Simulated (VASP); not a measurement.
# BaTiO3 (Pm-3m) in VASP: notebook

Aim: see how the results for BaTiO3 move with the level of theory and the settings. Levels: PBE, r2SCAN. Tasks: single point.

Program: VASP 6.6.1. These are calculated values, not measurements. Logs are shortened: lines on timing, memory, paths and dates and some standing lists are left out, and cuts for length are marked.

## Step 1: The cell of the first run

It takes space group Pm-3m (No. 221, cubic). The conventional cell has a = 3.994 Å, b = 3.994 Å, c = 3.994 Å, α = 90.00°, β = 90.00°, γ = 90.00°. Within 3.7 Å of Ba (site symmetry m-3m) lie 12 O at 2.82 Å and 8 Ti at 3.46 Å. Within 2.6 Å of Ti (site symmetry m-3m) lie 6 O at 2.00 Å. Within 2.6 Å of O (site symmetry 4/mmm) lie 2 Ti at 2.00 Å.

## Step 2: Single point, PBE

Contents of INCAR:

```
ALGO = Normal ; EDIFF = 1E-6
ENCUT = 520 ; GGA = PE
ISIF = 2 ; ISMEAR = 0
LASPH = T ; LCHARG = F
LREAL = F ; LWAVE = F
NBANDS = 28 ; NELM = 60
PREC = Accurate ; SIGMA = 0.01
```

Contents of KPOINTS:

```
k-points
0
Gamma
  6 6 6
```

Contents of POSCAR:

```
BaTiO3
1.0
    3.9940965204      0.0000000000      0.0000000000
    0.0000000000      3.9940965204      0.0000000000
    0.0000000000      0.0000000000      3.9940965204
Ba Ti O
1 1 3
Direct
    0.0000000000      0.0000000000      0.0000000000
    0.5000000000      0.5000000000      0.5000000000
    0.5000000000      0.5000000000      0.0000000000
    0.5000000000      0.0000000000      0.5000000000
    0.0000000000      0.5000000000      0.5000000000
```

Potentials or basis: VASP PAW PBE potentials, release 64 (Ba_sv, Ti_sv, O).

On the command line:

```
cat potpaw_PBE.64/Ba_sv/POTCAR potpaw_PBE.64/Ti_sv/POTCAR potpaw_PBE.64/O/POTCAR > POTCAR
mpirun -np 1 vasp_std > vasp.out
```

OUTCAR:

```text
EDIFF = 1E-6
   ENCUT = 520
   GGA = PE
   ISIF = 2
   ISMEAR = 0
   LASPH = T
   LREAL = F
   NELM = 60
   PREC = Accurate

 ion  position               nearest neighbor table
   1  0.000  0.000  0.000-   3 2.82   4 2.82   5 2.82   4 2.82   5 2.82   3 2.82   5 2.82   5 2.82
                             3 2.82   4 2.82   4 2.82   3 2.82   2 3.46   2 3.46   2 3.46   2 3.46
   2  0.500  0.500  0.500-   3 2.00   4 2.00   5 2.00   3 2.00   4 2.00   5 2.00   1 3.46   1 3.46
                             1 3.46   1 3.46   1 3.46   1 3.46   1 3.46   1 3.46
   3  0.500  0.500  0.000-   2 2.00   2 2.00   1 2.82   1 2.82   1 2.82   1 2.82
   4  0.500  0.000  0.500-   2 2.00   2 2.00   1 2.82   1 2.82   1 2.82   1 2.82
   5  0.000  0.500  0.500-   2 2.00   2 2.00   1 2.82   1 2.82   1 2.82   1 2.82

  LATTYP: Found a simple cubic cell.
 ALAT       =     3.9940965204

  Lattice vectors:

 A1 = (   3.9940965204,   0.0000000000,   0.0000000000)
 A2 = (   0.0000000000,   3.9940965204,   0.0000000000)
 A3 = (   0.0000000000,   0.0000000000,   3.9940965204)

Analysis of symmetry for initial positions (statically):
=====================================================================
 Subroutine PRICEL returns:
 Original cell was already a primitive cell.

 Routine SETGRP: Setting up the symmetry group for a
 simple cubic supercell.

 Subroutine GETGRP returns: Found 48 space group operations
 (whereof 48 operations were pure point group operations)
 out of a pool of 48 trial point group operations.

The static configuration has the point symmetry O_h .

Analysis of symmetry for dynamics (positions and initial velocities):
=====================================================================
 Subroutine PRICEL returns:
 Original cell was already a primitive cell.

 Routine SETGRP: Setting up the symmetry group for a
 simple cubic supercell.

 Subroutine GETGRP returns: Found 48 space group operations
 (whereof 48 operations were pure point group operations)
 out of a pool of 48 trial point group operations.

The dynamic configuration has the point symmetry O_h .

 Subroutine INISYM returns: Found 48 space group operations
 (whereof 48 operations are pure point group operations),
 and found     1 'primitive' translations

----------------------------------------------------------------------------------------

                                     Primitive cell

  volume of cell :      63.7171

  direct lattice vectors                    reciprocal lattice vectors
     3.994096520  0.000000000  0.000000000     0.250369513  0.000000000  0.000000000
     0.000000000  3.994096520  0.000000000     0.000000000  0.250369513  0.000000000
     0.000000000  0.000000000  3.994096520     0.000000000  0.000000000  0.250369513

  length of vectors
     3.994096520  3.994096520  3.994096520     0.250369513  0.250369513  0.250369513

  position of ions in fractional coordinates (direct lattice)
     0.000000000  0.000000000  0.000000000
     0.500000000  0.500000000  0.500000000
     0.500000000  0.500000000  0.000000000
     0.500000000  0.000000000  0.500000000
     0.000000000  0.500000000  0.500000000

  ion indices of the primitive-cell ions
   primitive index   ion index
                 1           1
                 2           2
                 3           3
                 4           4
                 5           5

----------------------------------------------------------------------------------------

 KPOINTS: k-points

Automatic generation of k-mesh.
 Grid dimensions read from file:
 generate k-points for:    6    6    6

 Generating k-lattice:

  Cartesian coordinates                     Fractional coordinates (reciprocal lattice)
     0.041728252  0.000000000  0.000000000     0.166666667  0.000000000  0.000000000
     0.000000000  0.041728252  0.000000000     0.000000000  0.166666667  0.000000000
     0.000000000  0.000000000  0.041728252     0.000000000  0.000000000  0.166666667

  Length of vectors
     0.041728252  0.041728252  0.041728252

  Shift w.r.t. Gamma in fractional coordinates (k-lattice)
     0.000000000  0.000000000  0.000000000

 Subroutine IBZKPT returns following result:
 ===========================================

 Found     20 irreducible k-points:

 Following reciprocal coordinates:
            Coordinates               Weight
  0.000000  0.000000  0.000000      1.000000
  0.166667  0.000000  0.000000      6.000000
  0.333333  0.000000  0.000000      6.000000
  0.500000  0.000000  0.000000      3.000000
  0.166667  0.166667  0.000000     12.000000
  0.333333  0.166667  0.000000     24.000000
[... 12 lines left out ...]
  0.500000  0.500000  0.333333      6.000000
  0.500000  0.500000  0.500000      1.000000
   k-points           NKPTS =     20   k-points in BZ     NKDIM =     20   number of bands    NBANDS=     28
   number of dos      NEDOS =    301   number of ions     NIONS =      5
   total plane-waves  NPLWV =  27000
   dimension x,y,z NGX =    30 NGY =   30 NGZ =   30
   dimension x,y,z NGXF=    60 NGYF=   60 NGZF=   60
   ions per type =               1   1   3
   NGX,Y,Z   is equivalent  to a cutoff of  12.49, 12.49, 12.49 a.u.
   NGXF,Y,Z  is equivalent  to a cutoff of  24.97, 24.97, 24.97 a.u.
 SYSTEM =  unknown system
   PREC   = accura    normal or accurate (medium, high low for compatibility)
   ISTART =      0    job   : 0-new  1-cont  2-samecut
   ICHARG =      2    charge: 1-file 2-atom 10-const
   ISPIN  =      1    spin polarized calculation?
   LNONCOLLINEAR =      F non collinear calculations
   LSORBIT =      F    spin-orbit coupling
   LASPH  =      T    aspherical Exc in radial PAW
   ENCUT  =  520.0 eV  38.22 Ry    6.18 a.u.   7.43  7.43  7.43*2*pi/ulx,y,z
   NELM   =     60;   NELMIN=  2; NELMDL= -5     # of ELM steps
   EDIFF  = 0.1E-05   stopping-criterion for ELM
   LREAL  =      F    real-space projection
   EDIFFG = 0.1E-04   stopping-criterion for IOM
   NSW    =      0    number of steps for IOM
   IBRION =     -1    ionic relax: 0-MD 1-quasi-New 2-CG
   NFREE  =      0    steps in history (QN), initial steepest desc. (CG)
   ISIF   =      2    stress and relaxation
   ISYM   =      2    0-nonsym 1-usesym 2-fastsym
   POTIM  = 0.5000    time-step for ionic-motion
   TEBEG  =    0.0;   TEEND  =   0.0 temperature during run
   PSTRESS=    0.0 pullay stress
   NELECT =      40.0000    total number of electrons
   NUPDOWN=      -1.0000    fix difference up-down
   EMIN   =  10.00;   EMAX   =-10.00  energy-range for DOS
   EFERMI =   0.00;   METHOD = LEGACY
   ISMEAR =     0;   SIGMA  =   0.01  broadening in eV -4-tet -1-fermi 0-gaus
   EFERMI_NEDOS =   21; number of points for ismear=-14 and -15
   IALGO  =     38    algorithm
   IMIX   =      4    mixing-type and parameters
     AMIX     =   0.40;   BMIX     =  1.00
     AMIX_MAG =   1.60;   BMIX_MAG =  1.00
  volume/ion in A,a.u.               =      12.74        86.00
  Fermi-wavevector in a.u.,A,eV,Ry     =   1.401768  2.648958 26.734832  1.964955
  Thomas-Fermi vector in A             =   2.524597
   LORBIT       =      0    0 simple, 1 ext, 2 COOP (PROOUT), +10 PAW based schemes
   GGA     = PE    functional components
   LHFCALC =     F    Hartree Fock is set to
   AEXX    =    0.0000 exact exchange contribution
   IVDW    =     0    specifies the selected vdW correction
   LEPSILON=     F    determine dielectric tensor
   LRPA    =     F    only Hartree local field effects (RPA)
 non-spin polarized calculation
 Gauss-broadening in eV      SIGMA  =   0.01
  energy-cutoff  :      520.00
  volume of cell :       63.72
 maximum number of plane-waves:      1743
 NGX is ok and might be reduce to    30
   NGX = 15   NGY = 15   NGZ = 15

 number of electron      39.9999976 magnetization

 Free energy of the ion-electron system (eV)
  ---------------------------------------------------
  ext. energy  EPLUGINS =         0.00000000
  ---------------------------------------------------
  free energy    TOTEN  =       -39.95441263 eV

  energy without entropy =      -39.95441263  energy(sigma->0) =      -39.95441263

 E-fermi :   4.0190     XC(G=0): -11.2935

 val. band max:        3.8831283800   @ k =   0.5000   0.5000   0.5000
 cond. band min:       5.6404629057   @ k =   0.0000   0.0000   0.0000
 fundamental gap:      1.7573345257
 Fermi energy:         4.0190449496

 k-point     1 :       0.0000    0.0000    0.0000
  band No.  band energies     occupation
      1     -52.7284      2.00000
      2     -28.9427      2.00000
      3     -28.9427      2.00000
      4     -28.9427      2.00000
      5     -20.9162      2.00000
      6     -13.0247      2.00000
[... 20 lines left out ...]
     27       8.9401      0.00000
     28      11.3359      0.00000

 k-point     2 :       0.1667    0.0000    0.0000
  band No.  band energies     occupation
      1     -52.7281      2.00000
      2     -28.9563      2.00000
      3     -28.9422      2.00000
      4     -28.9422      2.00000
      5     -20.8859      2.00000
      6     -13.0475      2.00000
[... 20 lines left out ...]
     27       9.4803      0.00000
     28      11.9933      0.00000

 k-point     3 :       0.3333    0.0000    0.0000
  band No.  band energies     occupation
      1     -52.7276      2.00000
      2     -28.9833      2.00000
      3     -28.9412      2.00000
      4     -28.9412      2.00000
      5     -20.8240      2.00000
      6     -13.1777      2.00000
[... 20 lines left out ...]
     27      10.7390      0.00000
     28      12.1960      0.00000

 k-point     4 :       0.5000    0.0000    0.0000
  band No.  band energies     occupation
      1     -52.7273      2.00000
      2     -28.9967      2.00000
      3     -28.9407      2.00000
      4     -28.9407      2.00000
      5     -20.7923      2.00000
      6     -13.2643      2.00000
[... 20 lines left out ...]
     27      11.5175      0.00000
     28      12.1071      0.00000

 k-point     5 :       0.1667    0.1667    0.0000
  band No.  band energies     occupation
      1     -52.7278      2.00000
      2     -28.9560      2.00000
      3     -28.9554      2.00000
      4     -28.9417      2.00000
      5     -20.8582      2.00000
      6     -13.0260      2.00000
[... 20 lines left out ...]
     27      10.0022      0.00000
     28      12.2036      0.00000

 k-point     6 :       0.3333    0.1667    0.0000
  band No.  band energies     occupation
      1     -52.7273      2.00000
      2     -28.9825      2.00000
      3     -28.9545      2.00000
      4     -28.9407      2.00000
      5     -20.8017      2.00000
      6     -13.0776      2.00000
[... 339 lines left out ...]
      5     -20.6995      2.00000
      6     -12.5415      2.00000
[... 20 lines left out ...]
     27      11.7486      0.00000
     28      11.7486      0.00000

 k-point    18 :       0.5000    0.3333    0.3333
  band No.  band energies     occupation
      1     -52.7257      2.00000
      2     -28.9920      2.00000
      3     -28.9785      2.00000
      4     -28.9782      2.00000
      5     -20.6802      2.00000
      6     -12.4349      2.00000
[... 20 lines left out ...]
     27      11.6135      0.00000
     28      11.6720      0.00000

 k-point    19 :       0.5000    0.5000    0.3333
  band No.  band energies     occupation
      1     -52.7255      2.00000
      2     -28.9913      2.00000
      3     -28.9913      2.00000
      4     -28.9777      2.00000
      5     -20.6622      2.00000
      6     -12.2562      2.00000
[... 20 lines left out ...]
     27      11.2938      0.00000
     28      11.6217      0.00000

 k-point    20 :       0.5000    0.5000    0.5000
  band No.  band energies     occupation
      1     -52.7252      2.00000
      2     -28.9906      2.00000
      3     -28.9906      2.00000
      4     -28.9906      2.00000
      5     -20.6449      2.00000
      6     -12.1064      2.00000
[... 20 lines left out ...]
     27      11.6218      0.00000
     28      11.6218      0.00000

------------------------ aborting loop because EDIFF is reached ----------------------------------------

  FORCE on cell =-STRESS in cart. coord.  units (eV):
  Direction    XX          YY          ZZ          XY          YZ          ZX
  --------------------------------------------------------------------------------------
  -------------------------------------------------------------------------------------
  Total        1.9974618      1.9974618      1.9974618     -0.0000000     -0.0000000     -0.0000000
  in kB       50.2265557     50.2265557     50.2265557     -0.0000000     -0.0000000     -0.0000000
  external PRESSURE =      50.2265557 kB  Pullay stress =       0.0000000 kB

 VOLUME and BASIS-vectors are now :
 -----------------------------------------------------------------------------
  energy-cutoff  :      520.00
  volume of cell :       63.72
      direct lattice vectors                 reciprocal lattice vectors
     3.994096520  0.000000000  0.000000000     0.250369513  0.000000000  0.000000000
     0.000000000  3.994096520  0.000000000     0.000000000  0.250369513  0.000000000
     0.000000000  0.000000000  3.994096520     0.000000000  0.000000000  0.250369513

 POSITION                                       TOTAL-FORCE (eV/Angst)
 -----------------------------------------------------------------------------------
      0.00000      0.00000      0.00000         0.000000      0.000000      0.000000
      1.99705      1.99705      1.99705         0.000000      0.000000      0.000000
      1.99705      1.99705      0.00000         0.000000      0.000000      0.000000
      1.99705      0.00000      1.99705         0.000000      0.000000      0.000000
      0.00000      1.99705      1.99705         0.000000      0.000000      0.000000
 -----------------------------------------------------------------------------------
    total drift:                                0.000000      0.000000     -0.000000

  FREE ENERGIE OF THE ION-ELECTRON SYSTEM (eV)
  ---------------------------------------------------
  free  energy   TOTEN  =       -39.9544126307 eV

  energy  without entropy=      -39.9544126307  energy(sigma->0) =      -39.95441263
```

It took 51 s on 1 thread of Intel Xeon 8259CL, shared host; peak memory 0.19 GiB.

Results:

```yaml
Free_energy: -39.9544 eV
Pressure: 5.0 GPa
Band_gap_on_the_k_mesh: 1.76 eV, indirect (least direct gap 1.90 eV)
```

Levels at points of the mesh, in eV from the valence-band top:
```tsv
k point	band 16	band 17	band 18	band 19	band 20	band 21	band 22	band 23	band 24	band 25
(0.00, 0.00, 0.00)	-1.10	-1.10	-0.14	-0.14	-0.14	1.76	1.76	1.76	3.95	3.95
(0.50, 0.00, 0.00)	-1.94	-1.84	-1.84	-0.71	-0.71	1.92	3.52	3.52	3.95	5.99
(0.50, 0.50, 0.00)	-2.71	-1.72	-0.87	-0.87	-0.09	3.52	3.52	3.94	4.81	7.74
(0.50, 0.50, 0.50)	-2.40	-2.40	0.00	0.00	0.00	4.20	4.20	4.20	6.75	6.75
```

Caveat: spin-orbit coupling is left out, which moves the levels of the heavy elements. PBE gaps usually lie below the measured ones, often by a third to a half.

## Step 3: Single point, PBE

Contents of INCAR:

```
SYSTEM = BaTiO3
PREC = Accurate
ENCUT = 520
EDIFF = 1E-6
ISMEAR = 0
SIGMA = 0.01
LREAL = .FALSE.
LASPH = .TRUE.
NELM = 100
ALGO = Normal
ISIF = 2
LWAVE = .FALSE.
LCHARG = .TRUE.
GGA = PE
LELF = .TRUE.
LVHAR = .TRUE.
NBANDS = 28
```

Contents of KPOINTS:

```
Automatic mesh
0
G
  6 6 6
  0 0 0
```

POSCAR is that of step 2.

Potentials or basis: VASP PAW PBE potentials, release 64 (Ba_sv, Ti_sv, O).

On the command line:

```
cat potpaw_PBE.64/Ba_sv/POTCAR potpaw_PBE.64/Ti_sv/POTCAR potpaw_PBE.64/O/POTCAR > POTCAR
mpirun -np 1 vasp_std > vasp.out
```

It took 66 s on 1 thread of Intel Xeon 8259CL, shared host; peak memory 0.19 GiB.

It converged, with:

```
Free energy            : -39.9544 eV
Pressure               : 5.0 GPa
Band gap on the k mesh : 1.76 eV, indirect (least direct gap 1.90 eV)
```

Levels at points of the mesh, in eV from the valence-band top:
| k point | band 17 | band 18 | band 19 | band 20 | band 21 | band 22 | band 23 | band 24 |
| --- | --- | --- | --- | --- | --- | --- | --- | --- |
| (0.00, 0.00, 0.00) | -1.10 | -0.14 | -0.14 | -0.14 | 1.76 | 1.76 | 1.76 | 3.95 |
| (0.50, 0.00, 0.00) | -1.84 | -1.84 | -0.71 | -0.71 | 1.92 | 3.52 | 3.52 | 3.95 |
| (0.50, 0.50, 0.00) | -1.72 | -0.87 | -0.87 | -0.09 | 3.52 | 3.52 | 3.94 | 4.81 |
| (0.50, 0.50, 0.50) | -2.40 | 0.00 | 0.00 | 0.00 | 4.20 | 4.20 | 4.20 | 6.75 |

Caveat: spin-orbit coupling is left out, which moves the levels of the heavy elements. A k mesh can miss the band edges.

## Step 4: Single point, r2SCAN

POSCAR is that of step 3.

Contents of INCAR.step1:

```
SYSTEM = BaTiO3
ALGO = Normal
EDIFF = 1E-4
ENCUT = 520
GGA = PE
ISMEAR = 0
LASPH = .TRUE.
LCHARG = .FALSE.
LREAL = .FALSE.
LWAVE = .TRUE.
NBANDS = 28
NELM = 100
PREC = Accurate
SIGMA = 0.01
```

Contents of INCAR.step2:

```
SYSTEM = BaTiO3
ALGO = Normal
EDIFF = 1E-6
ENCUT = 520
ISIF = 2
ISMEAR = 0
ISTART = 1
LASPH = .TRUE.
LCHARG = .FALSE.
LMIXTAU = .TRUE.
LREAL = .FALSE.
LWAVE = .FALSE.
METAGGA = R2SCAN
NBANDS = 28
NELM = 100
PREC = Accurate
SIGMA = 0.01
```

Contents of KPOINTS:

```
k-points
0
G
  6 6 6
  0 0 0
```

On the command line:

```
cat potpaw_PBE.64/Ba_sv/POTCAR potpaw_PBE.64/Ti_sv/POTCAR potpaw_PBE.64/O/POTCAR > POTCAR
cp INCAR.step1 INCAR
mpirun -np 1 vasp_std > vasp.out
cp INCAR.step2 INCAR
mpirun -np 1 vasp_std > vasp.out
```

Run time: 4.2 min. Hardware: 1 thread of Intel Xeon 8259CL, shared host; peak memory 0.19 GiB.

The run converged. Its results:

```yaml
Free_energy: -74.2299 eV
Pressure: 2.0 GPa
Band_gap_on_the_k_mesh: 2.15 eV, indirect (least direct gap 2.30 eV)
```

Levels at points of the mesh, in eV from the valence-band top:
```tsv
k point	band 17	band 18	band 19	band 20	band 21	band 22	band 23	band 24
(0.00, 0.00, 0.00)	-1.13	-0.15	-0.15	-0.15	2.15	2.15	2.15	4.21
(0.50, 0.00, 0.00)	-1.83	-1.83	-0.75	-0.75	2.30	3.88	3.88	4.22
(0.50, 0.50, 0.00)	-1.78	-0.88	-0.88	-0.09	3.89	3.89	4.34	5.14
(0.50, 0.50, 0.50)	-2.42	0.00	0.00	0.00	4.58	4.58	4.58	7.44
```

Caveat: the PAW data sets were made with another functional, which shifts forces and pressure a little; spin-orbit coupling is left out, which moves the levels of the heavy elements. r2SCAN opens gaps a little over a GGA but as a rule still falls short of measured ones.
